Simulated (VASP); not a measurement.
Wanted: the native input for a VASP 6.6.1 run.

```
Task                   : single point
Functional             : PBE
Potentials or basis    : VASP PAW PBE potentials, release 64 (Si, N)
Cutoff                 : 520 eV
k mesh                 : 6 × 6 × 6
Occupations            : gaussian, width 0.1 eV
Spin                   : collinear spin, ferromagnetic start
Starting moments       : [0.0, 0.39] μB
Dipole correction      : no
Further INCAR settings : ALGO = Normal; EDIFF = 1e-06; NBANDS = 16
```

The structure of SiN lies in POSCAR:

```
SiN
1.0
    2.6189289877      0.0000000000      0.0000000000
    0.0000000000      2.6189289877      0.0000000000
    0.0000000000      0.0000000000      2.6097188680
Si N
1 1
Direct
    0.5000000000      0.5000000000      0.5000000000
    0.0000000000      0.0000000000      0.0000000000
```

These files were run (other wordings do the same):

INCAR

```
SYSTEM = SiN
PREC = Accurate
ENCUT = 520
EDIFF = 1E-6
ISMEAR = 0
SIGMA = 0.1
LREAL = .FALSE.
LASPH = .TRUE.
NELM = 150
ALGO = Normal
ISIF = 2
LWAVE = .FALSE.
LCHARG = .FALSE.
ISPIN = 2
MAGMOM = 0 0.39
LORBIT = 11
GGA = PE
NBANDS = 16
```

KPOINTS

```
regular mesh
0
G
  6 6 6
  0 0 0
```

Potentials or basis: VASP PAW PBE potentials, release 64 (Si, N).

The run is started by

```bash
$ cat potpaw_PBE.64/Si/POTCAR potpaw_PBE.64/N/POTCAR > POTCAR
$ mpirun -np 1 vasp_std > vasp.out
```

Results of the run:

```json
{
 "Pressure": "-0.3 GPa",
 "Net moment": "0.00 μB per cell",
 "Valence electrons inside the program's atomic spheres": "Si 1.44; N 3.60"
}
```

Caveat: the k points lie up to 0.40 Å⁻¹ apart.

It took 17 s on 1 thread of Intel(R) Xeon(R) Platinum 8488C (Sapphire Rapids) (shared host), peak memory 0.13 GiB.
